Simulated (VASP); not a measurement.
A run of VASP 6.6.1 is set up as follows.

INCAR

```
SYSTEM = Hf2N
ALGO     = Normal         ! electronic algorithm
EDIFF    = 1E-7           ! SCF threshold, eV
ENCUT    = 520            ! plane-wave cutoff, eV
GGA      = PS             ! functional
ISIF     = 2              ! what is computed and relaxed
ISMEAR   = 0              ! smearing method
LASPH    = .TRUE.         ! aspherical terms in the spheres
LCHARG   = .FALSE.        ! write CHGCAR
LREAL    = .FALSE.        ! projectors in reciprocal space
LWAVE    = .FALSE.        ! write WAVECAR
NBANDS   = 34             ! bands
NELM     = 60             ! most SCF steps
PREC     = Accurate       ! precision mode
SIGMA    = 0.15           ! smearing width, eV
```

Contents of KPOINTS:

```
k-points
0
G
  10 10 14
  0 0 0
```

File POSCAR:

```
Hf2N
1.0
    5.2955389254      0.0000000000      0.0000000000
    0.0000000000      4.5012080866      0.0000000000
    0.0000000000      0.0000000000      3.2274489825
Hf N
4 2
Direct
    0.2954633019      0.2954633019      0.0000000000
    0.7045366981      0.7045366981      0.0000000000
    0.7954633019      0.2045366981      0.5000000000
    0.2045366981      0.7954633019      0.5000000000
    0.0000000000      0.0000000000      0.0000000000
    0.5000000000      0.5000000000      0.5000000000
```

Potentials or basis: VASP PAW PBE potentials, release 64 (Hf_pv, N).

Run with:

```sh
$ cat potpaw_PBE.64/Hf_pv/POTCAR potpaw_PBE.64/N/POTCAR > POTCAR
$ mpirun -np 1 vasp_std > vasp.out
```

Q: Estimate the largest force.

A: 0.717 eV/Å.

Q: Predict the band gap on the k mesh.

A: Zero (bands 25 and 26 overlap by 2.72 eV).

Forces in eV/Å, atoms in the order of the input:
```
Hf   0.431 -0.573  0.000
Hf  -0.431  0.573  0.000
Hf   0.431  0.573  0.000
Hf  -0.431 -0.573  0.000
N    0.000  0.000  0.000
N    0.000  0.000  0.000
```

Caveat: the cell differs from its parent crystal (strain -0.1500 x Voigt [0, 1, 0, 0, 0, 0]); the PAW data sets were made with another functional, which shifts forces and pressure a little; spin-orbit coupling is left out, which moves the levels of the heavy elements.
